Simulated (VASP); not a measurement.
Write the native input for VASP 6.6.1 that does the following.

```
Task                   : single point
Functional             : PBE
Potentials or basis    : VASP PAW PBE potentials, release 64 (Cs_sv, Nd_3, Br), 4f in core
Cutoff                 : 500 eV
k mesh                 : 4 × 4 × 2
Occupations            : gaussian, width 0.1 eV
Spin                   : no spin polarisation
Dipole correction      : no
Mended                 : yes
Further INCAR settings : ALGO = Normal; EDIFF = 1e-06; NBANDS = 33
```

The structure of CsNdBr4 lies in POSCAR:

```
CsNdBr4
1.0
    5.6566187912      0.0000000000      0.0000000000
    0.0000000000      5.6566187912      0.0000000000
    0.0000000000      0.0000000000     10.4853049068
Cs Nd Br
1 1 4
Direct
    0.0000000000      0.0000000000      0.0000000000
    0.5000000000      0.5000000000      0.5000000000
    0.0000000000      0.0000000000      0.6604344620
    0.0000000000      0.0000000000      0.3395655380
    0.5000000000      0.0000000000      0.0000000000
    0.0000000000      0.5000000000      0.0000000000
```

The cell was built from a structure type or drawn by symmetry, and may not be a known phase.

The input as run:

INCAR

```
SYSTEM = CsNdBr4
PREC = Accurate
ENCUT = 500
EDIFF = 1E-6
ISMEAR = 0
SIGMA = 0.1
LREAL = .FALSE.
LASPH = .TRUE.
NELM = 200
ALGO = Normal
ISIF = 2
LWAVE = .FALSE.
LCHARG = .TRUE.
GGA = PE
LELF = .TRUE.
LVHAR = .TRUE.
NBANDS = 33
GGA_COMPAT = .FALSE.
LMAXMIX = 6
```

KPOINTS

```
Automatic mesh
0
G
  4 4 2
  0 0 0
```

Potentials or basis: VASP PAW PBE potentials, release 64 (Cs_sv, Nd_3, Br), 4f in core.

The run is started by

```console
$ cat potpaw_PBE.64/Cs_sv/POTCAR potpaw_PBE.64/Nd_3/POTCAR potpaw_PBE.64/Br/POTCAR > POTCAR
$ mpirun -np 1 vasp_std > vasp.out
```

Results of the run:

The pressure is 0.4 GPa and the largest force is 0.010 eV/Å.

Caveat: the run has no spin polarisation, though such a crystal can be magnetic.

It took 3.1 min on 1 thread of Intel(R) Xeon(R) 6975P-C (Granite Rapids), with other jobs on the host, peak memory 0.45 GiB.
